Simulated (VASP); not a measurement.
# Na4H in VASP: a series of runs, part 2 of 2

VASP 6.6.1.

### Step 3. Single point, PBE

The input, INCAR:

```
PREC = Accurate ; ENCUT = 400
EDIFF = 1E-6 ; ISMEAR = 0
SIGMA = 0.1 ; LREAL = False
LASPH = True ; NELM = 120
ALGO = Normal ; ISIF = 2
LWAVE = False ; LCHARG = False
LDIPOL = True ; IDIPOL = 3
DIPOL = 0.5 0.5 0.304 ; GGA = PE
NBANDS = 40 ; GGA_COMPAT = False
NELMDL = -8
```

The input, KPOINTS:

```
regular mesh
0
Gamma
  4 4 1
```

The input, POSCAR:

```
Na4H
1.0
    7.2665054626      0.0000000000      0.0000000000
   -2.4221684875      6.8509270508      0.0000000000
    0.0000000000      0.0000000000     20.9665384335
Na H
8 2
Direct
    0.2500000000      0.2500000000      0.1907801811
    0.2500000000      0.7500000000      0.1907801811
    0.7500000000      0.2500000000      0.1907801811
    0.7500000000      0.7500000000      0.1907801811
    0.0000000000      0.0000000000      0.3322693660
    0.0000000000      0.5000000000      0.3322693660
    0.5000000000      0.0000000000      0.3322693660
    0.5000000000      0.5000000000      0.3322693660
    0.1219409038      0.3333333333      0.4753545019
    0.2113924295      0.3333333333      0.4753545019
```

Potentials or basis: VASP PAW PBE potentials, release 64 (Na_pv, H).

Started as:

```console
cat potpaw_PBE.64/Na_pv/POTCAR potpaw_PBE.64/H/POTCAR > POTCAR
mpirun -np 1 vasp_std > vasp.out
```

OUTCAR:

```text
PREC = Accurate
   ENCUT = 400
   EDIFF = 1E-6
   ISMEAR = 0
   LREAL = False
   LASPH = True
   NELM = 120
   ISIF = 2
   GGA = PE
   NELMDL = -8

 ion  position               nearest neighbor table
   1  0.250  0.250  0.191-
   2  0.250  0.750  0.191-
   3  0.750  0.250  0.191-
   4  0.750  0.750  0.191-
   5  0.000  0.000  0.332-
   6  0.000  0.500  0.332-
   7  0.500  0.000  0.332-
   8  0.500  0.500  0.332-
   9  0.122  0.333  0.475-  10 0.65
  10  0.211  0.333  0.475-   9 0.65

  LATTYP: Found a base centered orthorhombic cell.
 ALAT       =     8.3906377698
 B/A-ratio  =     1.4142135624
 C/A-ratio  =     2.4988015225

  Lattice vectors:

 A1 = (   7.2665054626,   0.0000000000,   0.0000000000)
 A2 = (  -2.4221684875,   6.8509270508,   0.0000000000)
 A3 = (   0.0000000000,   0.0000000000,  20.9665384335)

Analysis of symmetry for initial positions (statically):
=====================================================================
 Subroutine PRICEL returns:
 Original cell was already a primitive cell.

 Routine SETGRP: Setting up the symmetry group for a
 base centered orthorhombic supercell.

 Subroutine GETGRP returns: Found  1 space group operations
 (whereof  1 operations were pure point group operations)
 out of a pool of  8 trial point group operations.

The static configuration has the point symmetry C_1 .

Analysis of symmetry for dynamics (positions and initial velocities):
=====================================================================
 Subroutine PRICEL returns:
 Original cell was already a primitive cell.

 Routine SETGRP: Setting up the symmetry group for a
 base centered orthorhombic supercell.

 Subroutine GETGRP returns: Found  1 space group operations
 (whereof  1 operations were pure point group operations)
 out of a pool of  8 trial point group operations.
[... 132 lines left out ...]
   LRPA    =     F    only Hartree local field effects (RPA)
 non-spin polarized calculation
 Gauss-broadening in eV      SIGMA  =   0.10
  energy-cutoff  :      400.00
  volume of cell :     1043.76
 maximum number of plane-waves:     19038
   NGX = 23   NGY = 23   NGZ = 69

 dipolmoment           0.000000      0.000000      0.000195 electrons x Angstroem

 number of electron      57.9999955 magnetization

 dipolmoment           0.000000      0.000000     -0.040768 electrons x Angstroem

 Free energy of the ion-electron system (eV)
  ---------------------------------------------------
  ext. energy  EPLUGINS =         0.00000000
  ---------------------------------------------------
  free energy    TOTEN  =       -15.71861132 eV

  energy without entropy =      -15.69060114  energy(sigma->0) =      -15.70460623

 E-fermi :  -1.8042     XC(G=0):  -2.6628

 val. band max:       -1.8789038598   @ k =   0.5000   0.5000   0.0000
 cond. band min:      -1.7728998789   @ k =   0.0000   0.2500   0.0000
 fundamental gap:      0.1060039809
 Fermi energy:        -1.8042485895

 k-point     1 :       0.0000    0.0000    0.0000
  band No.  band energies     occupation
      1     -27.0397      2.00000
      2     -27.0349      2.00000
      3     -27.0326      2.00000
      4     -27.0306      2.00000
      5     -27.0287      2.00000
      6     -27.0251      2.00000
[... 419 lines left out ...]
     39       1.3010      0.00000
     40       1.3109      0.00000

------------------------ aborting loop because EDIFF is reached ----------------------------------------

 vacuum level on the upper side and lower side of the slab       (xc-potential included)        -0.133        -0.026

  FORCE on cell =-STRESS in cart. coord.  units (eV):
  Direction    XX          YY          ZZ          XY          YZ          ZX
  --------------------------------------------------------------------------------------
  -------------------------------------------------------------------------------------
  Total        1.8642161     -1.5757612     -0.0793811     -0.3660525     -0.0125266     -0.0132254
  in kB        2.8615751     -2.4187963     -0.1218502     -0.5618912     -0.0192284     -0.0203011
  external PRESSURE =       0.1069762 kB  Pullay stress =       0.0000000 kB

 VOLUME and BASIS-vectors are now :
 -----------------------------------------------------------------------------
  energy-cutoff  :      400.00
  volume of cell :     1043.76
      direct lattice vectors                 reciprocal lattice vectors
     7.266505463  0.000000000  0.000000000     0.137617732  0.048655216  0.000000000
    -2.422168488  6.850927051  0.000000000     0.000000000  0.145965647  0.000000000
     0.000000000  0.000000000 20.966538433     0.000000000  0.000000000  0.047695045

 POSITION                                       TOTAL-FORCE (eV/Angst)
 -----------------------------------------------------------------------------------
      1.21108      1.71273      4.00000         0.002935     -0.001616     -0.003235
      0.00000      5.13820      4.00000         0.000736      0.002773     -0.008019
      4.84434      1.71273      4.00000        -0.002713     -0.001346     -0.009535
      3.63325      5.13820      4.00000        -0.000772      0.000096     -0.014569
      0.00000      0.00000      6.96654        -0.002650     -0.024745     -0.015606
     -1.21108      3.42546      6.96654        -0.023654      0.017076     -0.025980
      3.63325      0.00000      6.96654         0.004112     -0.000110      0.000533
      2.42217      3.42546      6.96654         0.026248      0.012120     -0.021786
      0.07869      2.28364      9.96654        -4.885401     -0.000461      0.055709
      0.72869      2.28364      9.96654         4.881159     -0.003787      0.042489
 -----------------------------------------------------------------------------------
    total drift:                                0.000042     -0.000035     -0.001923

  FREE ENERGIE OF THE ION-ELECTRON SYSTEM (eV)
  ---------------------------------------------------
  free  energy   TOTEN  =       -15.7186113229 eV

  energy  without entropy=      -15.6906011439  energy(sigma->0) =      -15.70460623

 vacuum level on the upper side and lower side of the slab         0.892         1.005
```

OSZICAR:

```text
N       E                     dE             d eps       ncg     rms          rms(c)
DAV:   1     0.332972413464E+03    0.33297E+03   -0.24937E+04  1120   0.862E+02
DAV:   2     0.121488583995E+01   -0.33176E+03   -0.32849E+03   880   0.323E+02
DAV:   3    -0.165346474575E+02   -0.17750E+02   -0.17684E+02   936   0.804E+01
[... 17 lines left out ...]
DAV:  21    -0.157185816420E+02   -0.26713E-04   -0.10402E-06   656   0.663E-03    0.714E-04
DAV:  22    -0.157186010480E+02   -0.19406E-04   -0.64037E-07   672   0.650E-03    0.434E-04
DAV:  23    -0.157186098346E+02   -0.87867E-05   -0.51608E-07   664   0.295E-03    0.190E-04
DAV:  24    -0.157186110890E+02   -0.12543E-05   -0.10110E-07   680   0.263E-03    0.130E-04
DAV:  25    -0.157186113229E+02   -0.23390E-06   -0.24164E-08   648   0.190E-03
   1 F= -.15718611E+02 E0= -.15704606E+02  d E =-.280102E-01
```

Run time: 5.2 min. Hardware: 1 thread of Intel Xeon Platinum 8488C (Sapphire Rapids), shared host; peak memory 0.73 GiB.

What came out:

```
Free energy            : -15.7186 eV
Largest force          : 4.886 eV/Å
Band gap on the k mesh : zero (bands 29 and 30 overlap by 0.76 eV)
```

Forces on the atoms (eV/Å):
```
Na   0.003 -0.002 -0.003
Na   0.001  0.003 -0.008
Na  -0.003 -0.001 -0.010
Na  -0.001  0.000 -0.015
Na  -0.003 -0.025 -0.016
Na  -0.024  0.017 -0.026
Na   0.004  0.000  0.001
Na   0.026  0.012 -0.022
H   -4.885  0.000  0.056
H    4.881 -0.004  0.042
```

Levels at points of the mesh, in eV from the Fermi level:
```
           k point  band 25  band 26  band 27  band 28  band 29  band 30  band 31  band 32  band 33  band 34
(0.00, 0.00, 0.00)    -8.31    -2.83    -1.16     0.34     0.35     0.35     0.35     0.74     1.15     1.68
(0.50, 0.00, 0.00)    -8.30    -2.02    -2.01    -0.42    -0.34     0.09     0.10     1.31     1.52     1.58
(0.00, 0.50, 0.00)    -8.30    -2.02    -2.01    -0.41    -0.34     0.09     0.10     1.36     1.51     1.56
(0.50, 0.50, 0.00)    -8.30    -1.75    -1.74    -0.69    -0.67    -0.16    -0.07     0.87     0.94     1.56
```

### Step 4. Single point, PBE

The input, INCAR:

```
ALGO = Normal
DIPOL = 0.5 0.5 0.280
EDIFF = 1E-6
ENCUT = 400
GGA = PE
GGA_COMPAT = False
IDIPOL = 3
ISIF = 2
ISMEAR = 0
LASPH = True
LCHARG = False
LDIPOL = True
LREAL = False
LWAVE = False
NBANDS = 40
NELM = 120
NELMDL = -8
PREC = Accurate
SIGMA = 0.1
```

The input, KPOINTS:

```
k-points
0
Gamma
  4 4 1
```

POSCAR: that of step 3 with these lines changed.

```diff
@@ -16,3 +16,3 @@
     0.5000000000      0.5000000000      0.3322693660
-    0.1219409038      0.3333333333      0.4753545019
-    0.2113924295      0.3333333333      0.4753545019
+    0.1150600172      0.3333333333      0.3537321364
+    0.2182733161      0.3333333333      0.3537321364
```

Potentials or basis: VASP PAW PBE potentials, release 64 (Na_pv, H).

Started as:

```console
cat potpaw_PBE.64/Na_pv/POTCAR potpaw_PBE.64/H/POTCAR > POTCAR
mpirun -np 1 vasp_std > vasp.out
```

OUTCAR:

```text
EDIFF = 1E-6
   ENCUT = 400
   GGA = PE
   ISIF = 2
   ISMEAR = 0
   LASPH = True
   LREAL = False
   NELM = 120
   NELMDL = -8
   PREC = Accurate

 ion  position               nearest neighbor table
   1  0.250  0.250  0.191-
   2  0.250  0.750  0.191-
   3  0.750  0.250  0.191-
   4  0.750  0.750  0.191-
   5  0.000  0.000  0.332-
   6  0.000  0.500  0.332-   9 1.74
   7  0.500  0.000  0.332-
   8  0.500  0.500  0.332-
   9  0.115  0.333  0.354-  10 0.75   6 1.74
  10  0.218  0.333  0.354-   9 0.75

  LATTYP: Found a base centered orthorhombic cell.
 ALAT       =     8.3906377698
 B/A-ratio  =     1.4142135624
 C/A-ratio  =     2.4988015225

  Lattice vectors:

 A1 = (   7.2665054626,   0.0000000000,   0.0000000000)
 A2 = (  -2.4221684875,   6.8509270508,   0.0000000000)
 A3 = (   0.0000000000,   0.0000000000,  20.9665384335)

Analysis of symmetry for initial positions (statically):
[... 189 lines left out ...]
      3     -27.2142      2.00000
      4     -27.1523      2.00000
      5     -27.1407      2.00000
      6     -27.1367      2.00000
[... 419 lines left out ...]
     39       1.2864      0.00000
     40       1.4621      0.00000

------------------------ aborting loop because EDIFF is reached ----------------------------------------

 vacuum level on the upper side and lower side of the slab       (xc-potential included)        -0.155        -0.050

  FORCE on cell =-STRESS in cart. coord.  units (eV):
  Direction    XX          YY          ZZ          XY          YZ          ZX
  --------------------------------------------------------------------------------------
  -------------------------------------------------------------------------------------
  Total        2.6245342      0.2743539     -0.3541619     -1.1756833     -0.5368495      0.2412345
  in kB        4.0286649      0.4211337     -0.5436391     -1.8046760     -0.8240650      0.3702954
  external PRESSURE =       1.3020531 kB  Pullay stress =       0.0000000 kB

 VOLUME and BASIS-vectors are now :
 -----------------------------------------------------------------------------
  energy-cutoff  :      400.00
  volume of cell :     1043.76
      direct lattice vectors                 reciprocal lattice vectors
     7.266505463  0.000000000  0.000000000     0.137617732  0.048655216  0.000000000
    -2.422168488  6.850927051  0.000000000     0.000000000  0.145965647  0.000000000
     0.000000000  0.000000000 20.966538433     0.000000000  0.000000000  0.047695045

 POSITION                                       TOTAL-FORCE (eV/Angst)
 -----------------------------------------------------------------------------------
      1.21108      1.71273      4.00000         0.015362     -0.003619     -0.052877
      0.00000      5.13820      4.00000         0.003165      0.006129      0.037313
      4.84434      1.71273      4.00000         0.001910     -0.005277      0.041198
      3.63325      5.13820      4.00000        -0.011934      0.004366      0.041202
      0.00000      0.00000      6.96654        -0.046785     -0.350802     -0.103006
     -1.21108      3.42546      6.96654        -1.228214      1.108203     -0.463077
      3.63325      0.00000      6.96654         0.036327      0.019070     -0.010349
      2.42217      3.42546      6.96654         0.639910      0.403729     -0.183477
      0.02869      2.28364      7.41654        -0.040456     -0.891019      0.506367
      0.77869      2.28364      7.41654         0.630715     -0.290781      0.186706
 -----------------------------------------------------------------------------------
    total drift:                               -0.000038     -0.000080     -0.001930

  FREE ENERGIE OF THE ION-ELECTRON SYSTEM (eV)
  ---------------------------------------------------
  free  energy   TOTEN  =       -14.8762943825 eV

  energy  without entropy=      -14.8525027584  energy(sigma->0) =      -14.86439857

 vacuum level on the upper side and lower side of the slab         0.977         1.071
```

OSZICAR:

```text
N       E                     dE             d eps       ncg     rms          rms(c)
DAV:   1     0.328808284440E+03    0.32881E+03   -0.25095E+04  1136   0.863E+02
DAV:   2     0.100968616692E+01   -0.32780E+03   -0.32494E+03   896   0.323E+02
DAV:   3    -0.155284350362E+02   -0.16538E+02   -0.16446E+02   944   0.802E+01
[... 17 lines left out ...]
DAV:  21    -0.148762592791E+02   -0.15615E-04   -0.11631E-06   632   0.251E-03    0.586E-04
DAV:  22    -0.148762796666E+02   -0.20388E-04   -0.86756E-07   616   0.170E-03    0.422E-04
DAV:  23    -0.148762903106E+02   -0.10644E-04   -0.34646E-07   624   0.194E-03    0.368E-04
DAV:  24    -0.148762938488E+02   -0.35381E-05   -0.12135E-07   648   0.140E-03    0.127E-04
DAV:  25    -0.148762943825E+02   -0.53377E-06   -0.16415E-08   624   0.390E-04
   1 F= -.14876294E+02 E0= -.14864399E+02  d E =-.237916E-01
```

Run time: 5.4 min. Hardware: 1 thread of Intel Xeon Platinum 8488C (Sapphire Rapids), shared host; peak memory 0.73 GiB.

Results:

* Free energy: -14.8763 eV
* Largest force: 1.718 eV/Å
* Band gap on the k mesh: zero (bands 29 and 30 overlap by 0.53 eV)

Forces on the atoms (eV/Å):
```
Na   0.015 -0.004 -0.053
Na   0.003  0.006  0.037
Na   0.002 -0.005  0.041
Na  -0.012  0.004  0.041
Na  -0.047 -0.351 -0.103
Na  -1.228  1.108 -0.463
Na   0.036  0.019 -0.010
Na   0.640  0.404 -0.183
H   -0.040 -0.891  0.506
H    0.631 -0.291  0.187
```

### Step 5. The runs side by side

```tsv
cell	gap on the mesh (eV)	largest force (eV/Å)
as given, atomic positions A	none	4.94
as given, atomic positions B	none	4.89
as given, atomic positions C	none	1.72
```

Alike in all rows: task single point; level PBE; potentials or basis VASP PAW PBE potentials, release 64 (Na_pv, H); no spin polarisation; k mesh 4 × 4 × 1; cutoff (eV) 400; smearing gaussian 0.1 eV.

Absolute energies hang on the potentials; compare differences alone.

The gap in the log of VASP goes by the Fermi energy; the results here count the filled bands.